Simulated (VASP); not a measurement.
## K4Cl3: single point with PBE

K4Cl3:

```
K Cl
1.0
     0.44560    0.14947    4.16794
     9.07161    0.05884    0.95426
    -4.49664    7.71190   -0.20288
K Cl
4 3
Cartesian
  -1.9245 6.3295 2.7980
  0.2283 2.5952 0.8854
  2.9095 6.7075 4.1992
  4.5010 2.5181 0.3910
  6.6605 1.1832 2.3092
  4.7630 5.3548 1.9583
  2.4728 1.6822 2.7854
```

* Program: VASP 6.6.1
* Task: single point
* Functional: PBE
* Potentials or basis: VASP PAW PBE potentials, release 64 (K_sv, Cl)
* Cutoff: 520 eV
* k mesh: 6 × 3 × 3
* Occupations: gaussian, width 0.2 eV
* Spin: no spin polarisation
* Dipole correction: no
* Further INCAR settings: ALGO = Normal; EDIFF = 1e-06; NBANDS = 38

| Quantity | Value |
| --- | --- |
| Pressure | 0.0 GPa |
| Largest force | 0.011 eV/Å |
| Band gap on the k mesh | zero (an odd number of electrons rules out a gap without spin polarisation) |

Forces on the atoms (eV/Å):
```
K    0.007  0.001  0.005
K    0.002  0.009  0.002
K   -0.003 -0.009  0.005
K   -0.003 -0.003  0.002
Cl  -0.006  0.003  0.000
Cl  -0.004  0.002 -0.010
Cl   0.007 -0.003 -0.002
```

Levels at points of the mesh, in eV from the Fermi level:
```csv
k point,band 26,band 27,band 28,band 29,band 30,band 31
"(0.00, 0.00, 0.00)",-4.39,-4.34,-4.29,-0.90,1.65,1.73
"(0.50, 0.00, 0.00)",-4.55,-4.48,-4.44,1.20,1.25,2.25
```

Run time: 4.4 min on 1 thread of Intel(R) Xeon(R) Platinum 8259CL CPU @ 2.50GHz (Skylake/Cascade Lake), with other jobs on the host, peak memory 0.5 GiB.

Caveat: an odd number of electrons without spin polarisation forces a metal; a magnetic or distorted state may lie lower.
